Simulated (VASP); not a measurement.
Crystal: AlCu (rocksalt type).

```
Cu Al
1.0
     0.00000    2.51899    2.51899
     2.51899    0.00000    2.51899
     2.51899    2.51899    0.00000
Cu Al
1 1
Cartesian
  0.0000 0.0000 0.0000
  2.5190 2.5190 2.5190
```

| Property | Result |
| --- | --- |
| Program | VASP 6.6.1 |
| Task | relaxation of cell and atoms |
| Functional | PBEsol |
| Potentials or basis | VASP PAW PBE potentials, release 64 (Cu, Al) |
| Cutoff | 600 eV |
| k mesh | 14 × 14 × 14 |
| Occupations | fermi-dirac, width 0.1 eV |
| Spin | no spin polarisation |

At the start: pressure -2.3 GPa; volume 15.98 Å³/atom.

Q: Where does the relaxation end?

A: Over 4 steps the energy falls by 3.8 meV/atom and the volume is 15.52 Å³/atom (-2.9 %); space group Fm-3m (No. 225, to 0.05 Å).

Step by step:
| step | energy change (eV) | largest force (eV/Å) | pressure (GPa) | volume (Å³) |
| --- | --- | --- | --- | --- |
| 1 | 0.0000 | 0.0000 | -2.33 | 31.97 |
| 2 | -0.0074 | 0.0000 | 0.33 | 30.90 |
| 3 | -0.0075 | 0.0000 | 0.07 | 31.01 |
| 4 | -0.0075 | 0.0000 | -0.03 | 31.03 |

Final structure:
```
Cu Al
1.0
     0.00000    2.49424    2.49424
     2.49424    0.00000    2.49424
     2.49424    2.49424    0.00000
Cu Al
1 1
Direct
  0.00000 0.00000 0.00000
  0.50000 0.50000 0.50000
```

Caveat: the PAW data sets were made with another functional, which shifts forces and pressure a little.
